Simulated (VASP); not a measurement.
Set up this calculation in VASP 6.6.1, as the native input.

- Task: single point
- Functional: PBE
- Potentials or basis: VASP PAW PBE potentials, release 64 (Sn_d)
- Cutoff: 520 eV
- k mesh: 10 × 10 × 10
- Occupations: fermi-dirac, width 0.08 eV
- Spin: no spin polarisation
- Dipole correction: no
- Further INCAR settings: ALGO = Normal; EDIFF = 1e-06; NBANDS = 21

The structure of Sn lies in POSCAR:

```
Sn
1.0
    0.0000000000      3.3285055735      3.3285055735
    3.3285055735      0.0000000000      3.3285055735
    3.3285055735      3.3285055735      0.0000000000
Sn
2
Direct
   -0.1250000000     -0.1250000000     -0.1250000000
    0.1250000000      0.1250000000      0.1250000000
```

This isn't the form of Sn at room conditions, which is tetragonal (white tin).

The input as run:

INCAR

```
SYSTEM = Sn
PREC = Accurate
ENCUT = 520
EDIFF = 1E-6
ISMEAR = -1
SIGMA = 0.08
LREAL = .FALSE.
LASPH = .TRUE.
NELM = 60
ALGO = Normal
ISIF = 2
LWAVE = .FALSE.
LCHARG = .FALSE.
GGA = PE
NBANDS = 21
```

KPOINTS

```
Automatic mesh
0
G
  10 10 10
  0 0 0
```

Potentials or basis: VASP PAW PBE potentials, release 64 (Sn_d).

Launch:

```bash
$ cat potpaw_PBE.64/Sn_d/POTCAR > POTCAR
$ mpirun -np 1 vasp_std > vasp.out
```

Results of the run:

The pressure is 0.0 GPa and the band gap on the k mesh is zero (bands 14 and 15 overlap by 0.23 eV).

Caveat: spin-orbit coupling is left out, which moves the levels of the heavy elements.

It took 89 s on 1 thread of AMD EPYC 7R13, with other jobs on the host, peak memory 0.2 GiB.
